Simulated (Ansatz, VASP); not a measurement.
## TiB2: VASP beside Ansatz

```
CELL_PARAMETERS angstrom
3.01722 0.00000 0.00000
-1.50861 2.61299 0.00000
0.00000 0.00000 3.18575
ATOMIC_POSITIONS crystal
Ti 0.00000 0.00000 0.00000
B 0.33333 0.66667 0.50000
B 0.66667 0.33333 0.50000
```

Alike in both runs: functional PBEsol; k mesh 18 × 18 × 14; occupations gaussian, width 0.1 eV; no spin polarisation.

Ansatz relaxed the structure, and its values are those at the end. VASP's run is a single point on that final structure, the one shown.

|  | VASP | Ansatz |
| --- | --- | --- |
| version | VASP 6.6.1 | Ansatz 0.2.0 |
| potentials or method | VASP PAW PBE potentials, release 64 (Ti_sv, B), cutoff 520 eV | scalar-relativistic, plane waves, PAW |
| valence electrons in the cell | 18 | 18 |

```csv
,VASP,Ansatz,Ansatz less VASP
gap on the k mesh at the Fermi level (eV),none,none,-
pressure (GPa),0.3,0.0,-0.37
```

VASP's potentials were made for PBE, not for PBEsol. A gap of «none» marks a metal or a gap that the smearing closes.
